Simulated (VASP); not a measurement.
# LiH (Fm-3m) in VASP: settings compared

The runs below take LiH through single point, relaxation of cell and atoms, with PBEsol, PBEsol+D4.

Everything below comes from runs of VASP 6.6.1. Logs are shortened: lines on timing, memory, paths and dates and some standing lists are left out, and cuts for length are marked.

## 1. The cell of the first run

Symmetry: Fm-3m, No. 225, cubic system. The conventional cell has a = 4.127 Å, b = 4.127 Å, c = 4.127 Å, α = 90.00°, β = 90.00°, γ = 90.00°. Li (site symmetry m-3m) has 6 H at 2.06 Å within 2.7 Å. Within 2.7 Å of H (site symmetry m-3m) lie 6 Li at 2.06 Å.

## 2. Single point, PBEsol (volume scaled by 1.04)

The input, INCAR:

```
SYSTEM = LiH
  PREC = Accurate
  ENCUT = 520
  EDIFF = 1E-7
  ISMEAR = -1
  SIGMA = 0.05
  LREAL = .False.
  LASPH = .True.
  NELM = 60
  ALGO = Normal
  ISIF = 2
  LWAVE = .False.
  LCHARG = .False.
  GGA = PS
  NBANDS = 9
```

The input, KPOINTS:

```
Automatic mesh
0
Gamma
  11 11 11
  0 0 0
```

The input, POSCAR:

```
LiH
1.0
    0.0000000000      2.0635524157      2.0635524157
    2.0635524157      0.0000000000      2.0635524157
    2.0635524157      2.0635524157      0.0000000000
Li H
1 1
Direct
    0.0000000000      0.0000000000      0.0000000000
    0.5000000000      0.5000000000      0.5000000000
```

Potentials or basis: VASP PAW PBE potentials, release 64 (Li_sv, H).

Launch:

```sh
> cat potpaw_PBE.64/Li_sv/POTCAR potpaw_PBE.64/H/POTCAR > POTCAR
> mpirun -np 1 vasp_std > vasp.out
```

OUTCAR:

```text
SYSTEM = LiH
   PREC = Accurate
   ENCUT = 520
   EDIFF = 1E-7
   ISMEAR = -1
   LREAL = .False.
   LASPH = .True.
   NELM = 60
   ISIF = 2
   GGA = PS

 ion  position               nearest neighbor table
   1  0.000  0.000  0.000-
   2  0.500  0.500  0.500-

  LATTYP: Found a face centered cubic cell.
 ALAT       =     4.1271048314

  Lattice vectors:

 A1 = (   0.0000000000,   2.0635524157,   2.0635524157)
 A2 = (   2.0635524157,   0.0000000000,   2.0635524157)
 A3 = (   2.0635524157,   2.0635524157,   0.0000000000)

Analysis of symmetry for initial positions (statically):
=====================================================================
 Subroutine PRICEL returns:
 Original cell was already a primitive cell.

 Routine SETGRP: Setting up the symmetry group for a
 face centered cubic supercell.

 Subroutine GETGRP returns: Found 48 space group operations
 (whereof 48 operations were pure point group operations)
 out of a pool of 48 trial point group operations.

The static configuration has the point symmetry O_h .

Analysis of symmetry for dynamics (positions and initial velocities):
=====================================================================
 Subroutine PRICEL returns:
 Original cell was already a primitive cell.

 Routine SETGRP: Setting up the symmetry group for a
 face centered cubic supercell.

 Subroutine GETGRP returns: Found 48 space group operations
 (whereof 48 operations were pure point group operations)
 out of a pool of 48 trial point group operations.

The dynamic configuration has the point symmetry O_h .

 Subroutine INISYM returns: Found 48 space group operations
 (whereof 48 operations are pure point group operations),
 and found     1 'primitive' translations

----------------------------------------------------------------------------------------

                                     Primitive cell

  volume of cell :      17.5742

  direct lattice vectors                    reciprocal lattice vectors
     0.000000000  2.063552416  2.063552416    -0.242300606  0.242300606  0.242300606
     2.063552416  0.000000000  2.063552416     0.242300606 -0.242300606  0.242300606
     2.063552416  2.063552416  0.000000000     0.242300606  0.242300606 -0.242300606

  length of vectors
     2.918303813  2.918303813  2.918303813     0.419676960  0.419676960  0.419676960

  position of ions in fractional coordinates (direct lattice)
     0.000000000  0.000000000  0.000000000
     0.500000000  0.500000000  0.500000000

  ion indices of the primitive-cell ions
   primitive index   ion index
                 1           1
                 2           2

----------------------------------------------------------------------------------------

 KPOINTS: Automatic mesh

Automatic generation of k-mesh.
 Grid dimensions read from file:
 generate k-points for:   11   11   11

 Generating k-lattice:

  Cartesian coordinates                     Fractional coordinates (reciprocal lattice)
    -0.022027328  0.022027328  0.022027328     0.090909091  0.000000000  0.000000000
     0.022027328 -0.022027328  0.022027328     0.000000000  0.090909091  0.000000000
     0.022027328  0.022027328 -0.022027328     0.000000000  0.000000000  0.090909091

  Length of vectors
     0.038152451  0.038152451  0.038152451

  Shift w.r.t. Gamma in fractional coordinates (k-lattice)
     0.000000000  0.000000000  0.000000000

 Subroutine IBZKPT returns following result:
 ===========================================

 Found     56 irreducible k-points:

 Following reciprocal coordinates:
            Coordinates               Weight
  0.000000  0.000000  0.000000      1.000000
  0.090909  0.000000  0.000000      8.000000
  0.181818  0.000000  0.000000      8.000000
  0.272727  0.000000  0.000000      8.000000
  0.363636  0.000000  0.000000      8.000000
  0.454545  0.000000  0.000000      8.000000
[... 16 lines left out ...]
 -0.272727  0.181818  0.000000     24.000000
 -0.181818  0.181818  0.000000     12.000000
 [... further k-points ...]
   k-points           NKPTS =     56   k-points in BZ     NKDIM =     56   number of bands    NBANDS=      9
   number of dos      NEDOS =    301   number of ions     NIONS =      2
   total plane-waves  NPLWV =  13824
   dimension x,y,z NGX =    24 NGY =   24 NGZ =   24
   dimension x,y,z NGXF=    48 NGYF=   48 NGZF=   48
   ions per type =               1   1
   NGX,Y,Z   is equivalent  to a cutoff of  13.67, 13.67, 13.67 a.u.
   NGXF,Y,Z  is equivalent  to a cutoff of  27.34, 27.34, 27.34 a.u.
 SYSTEM =  LiH
   PREC   = accura    normal or accurate (medium, high low for compatibility)
   ISTART =      0    job   : 0-new  1-cont  2-samecut
   ICHARG =      2    charge: 1-file 2-atom 10-const
   ISPIN  =      1    spin polarized calculation?
   LNONCOLLINEAR =      F non collinear calculations
   LSORBIT =      F    spin-orbit coupling
   LASPH  =      T    aspherical Exc in radial PAW
   ENCUT  =  520.0 eV  38.22 Ry    6.18 a.u.   5.43  5.43  5.43*2*pi/ulx,y,z
   NELM   =     60;   NELMIN=  2; NELMDL= -5     # of ELM steps
   EDIFF  = 0.1E-06   stopping-criterion for ELM
   LREAL  =      F    real-space projection
   EDIFFG = 0.1E-05   stopping-criterion for IOM
   NSW    =      0    number of steps for IOM
   IBRION =     -1    ionic relax: 0-MD 1-quasi-New 2-CG
   NFREE  =      0    steps in history (QN), initial steepest desc. (CG)
   ISIF   =      2    stress and relaxation
   ISYM   =      2    0-nonsym 1-usesym 2-fastsym
   POTIM  = 0.5000    time-step for ionic-motion
   TEBEG  =    0.0;   TEEND  =   0.0 temperature during run
   PSTRESS=    0.0 pullay stress
   NELECT =       4.0000    total number of electrons
   NUPDOWN=      -1.0000    fix difference up-down
   EMIN   =  10.00;   EMAX   =-10.00  energy-range for DOS
   EFERMI =   0.00;   METHOD = LEGACY
   ISMEAR =    -1;   SIGMA  =   0.05  broadening in eV -4-tet -1-fermi 0-gaus
   EFERMI_NEDOS =   21; number of points for ismear=-14 and -15
   IALGO  =     38    algorithm
   IMIX   =      4    mixing-type and parameters
     AMIX     =   0.40;   BMIX     =  1.00
     AMIX_MAG =   1.60;   BMIX_MAG =  1.00
  volume/ion in A,a.u.               =       8.79        59.30
  Fermi-wavevector in a.u.,A,eV,Ry     =   0.999546  1.888867 13.593467  0.999092
  Thomas-Fermi vector in A             =   2.131843
   LORBIT       =      0    0 simple, 1 ext, 2 COOP (PROOUT), +10 PAW based schemes
   GGA     = PS    functional components
   LHFCALC =     F    Hartree Fock is set to
   AEXX    =    0.0000 exact exchange contribution
   IVDW    =     0    specifies the selected vdW correction
   LEPSILON=     F    determine dielectric tensor
   LRPA    =     F    only Hartree local field effects (RPA)
 non-spin polarized calculation
  energy-cutoff  :      520.00
  volume of cell :       17.57
 maximum number of plane-waves:       495
 NGX is ok and might be reduce to    24
   NGX = 11   NGY = 11   NGZ = 11

 number of electron       4.0000007 magnetization

 Free energy of the ion-electron system (eV)
  ---------------------------------------------------
  ext. energy  EPLUGINS =         0.00000000
  ---------------------------------------------------
  free energy    TOTEN  =        -6.10101146 eV

  energy without entropy =       -6.10101146  energy(sigma->0) =       -6.10101146

 E-fermi :   0.7975     XC(G=0):  -8.3330

 val. band max:       -0.2743938088   @ k =  -0.4545   0.4545   0.0000
 cond. band min:       2.7195725372   @ k =  -0.4545   0.4545   0.0000
 fundamental gap:      2.9939663459
 Fermi energy:         0.7974577350

 k-point     1 :       0.0000    0.0000    0.0000
  band No.  band energies     occupation
      1     -44.0255      2.00000
      2      -5.4486      2.00000
      3      14.7656      0.00000
      4      16.6444      0.00000
      5      16.6444      0.00000
      6      16.6445      0.00000
      7      21.0810      0.00000
      8      21.0810      0.00000
      9      21.0810      0.00000

 k-point     2 :       0.0909    0.0000    0.0000
  band No.  band energies     occupation
      1     -44.0230      2.00000
      2      -5.3083      2.00000
      3      13.6715      0.00000
      4      15.7669      0.00000
      5      16.3293      0.00000
      6      16.3293      0.00000
      7      20.5133      0.00000
      8      21.7492      0.00000
      9      21.7493      0.00000

 k-point     3 :       0.1818    0.0000    0.0000
  band No.  band energies     occupation
      1     -44.0153      2.00000
      2      -4.8895      2.00000
      3      10.9912      0.00000
      4      14.6292      0.00000
      5      15.7782      0.00000
      6      15.7782      0.00000
      7      21.0993      0.00000
      8      22.0397      0.00000
      9      22.0397      0.00000

 k-point     4 :       0.2727    0.0000    0.0000
  band No.  band energies     occupation
      1     -44.0054      2.00000
      2      -4.2285      2.00000
      3       8.1915      0.00000
      4      13.6868      0.00000
      5      15.3843      0.00000
      6      15.3843      0.00000
      7      20.2569      0.00000
      8      20.2570      0.00000
      9      22.3016      0.00000
[... 205 lines left out ...]
 k-point    22 :      -0.3636    0.1818    0.0000
  band No.  band energies     occupation
      1     -43.9876      2.00000
      2      -2.3850      2.00000
      3       5.0186      0.00000
      4       8.8784      0.00000
      5      13.7118      0.00000
      6      14.5186      0.00000
      7      20.9807      0.00000
      8      23.3586      0.00000
      9      25.2286      0.00000

 k-point    23 :      -0.2727    0.1818    0.0000
  band No.  band energies     occupation
      1     -43.9938      2.00000
      2      -3.1744      2.00000
      3       6.8637      0.00000
      4       8.9922      0.00000
      5      14.6363      0.00000
      6      14.9540      0.00000
      7      20.5317      0.00000
      8      23.2033      0.00000
      9      24.4377      0.00000

 k-point    24 :      -0.1818    0.1818    0.0000
  band No.  band energies     occupation
      1     -44.0020      2.00000
      2      -3.9695      2.00000
      3       9.3394      0.00000
      4       9.5098      0.00000
      5      14.9519      0.00000
      6      16.3717      0.00000
      7      20.1294      0.00000
      8      21.8361      0.00000
      9      23.4127      0.00000

 [... further k-points ...]

------------------------ aborting loop because EDIFF is reached ----------------------------------------

  FORCE on cell =-STRESS in cart. coord.  units (eV):
  Direction    XX          YY          ZZ          XY          YZ          ZX
  --------------------------------------------------------------------------------------
  -------------------------------------------------------------------------------------
  Total       -0.3858939     -0.3858939     -0.3858939      0.0000000      0.0000000      0.0000000
  in kB      -35.1805002    -35.1805002    -35.1805002      0.0000000      0.0000000      0.0000000
  external PRESSURE =     -35.1805002 kB  Pullay stress =       0.0000000 kB

 VOLUME and BASIS-vectors are now :
 -----------------------------------------------------------------------------
  energy-cutoff  :      520.00
  volume of cell :       17.57
      direct lattice vectors                 reciprocal lattice vectors
     0.000000000  2.063552416  2.063552416    -0.242300606  0.242300606  0.242300606
     2.063552416  0.000000000  2.063552416     0.242300606 -0.242300606  0.242300606
     2.063552416  2.063552416  0.000000000     0.242300606  0.242300606 -0.242300606

 POSITION                                       TOTAL-FORCE (eV/Angst)
 -----------------------------------------------------------------------------------
      0.00000      0.00000      0.00000         0.000000     -0.000000      0.000000
      2.06355      2.06355      2.06355        -0.000000      0.000000     -0.000000
 -----------------------------------------------------------------------------------
    total drift:                                0.000000     -0.000000     -0.000000

  FREE ENERGIE OF THE ION-ELECTRON SYSTEM (eV)
  ---------------------------------------------------
  free  energy   TOTEN  =        -6.1010114598 eV

  energy  without entropy=       -6.1010114598  energy(sigma->0) =       -6.10101146
```

Wall time 20 s (1 thread of AMD EPYC 7R13, shared host); peak memory 0.1 GiB.

Results:

```
Free energy            : -6.1010 eV
Band gap on the k mesh : 2.99 eV, direct
```

Levels at points of the mesh, in eV from the valence-band top:
| k point | band 1 | band 2 | band 3 | band 4 | band 5 | band 6 | band 7 |
| --- | --- | --- | --- | --- | --- | --- | --- |
| (0.00, 0.00, 0.00) | -43.75 | -5.17 | 15.04 | 16.92 | 16.92 | 16.92 | 21.36 |

Caveat: the cutoff is under 1.25 times the usual one of these potentials, so pressure, stress and relaxed cells hold a basis-set (Pulay) error; the PAW data sets were made with another functional, which shifts forces and pressure a little.

[end of part 1 of 2]
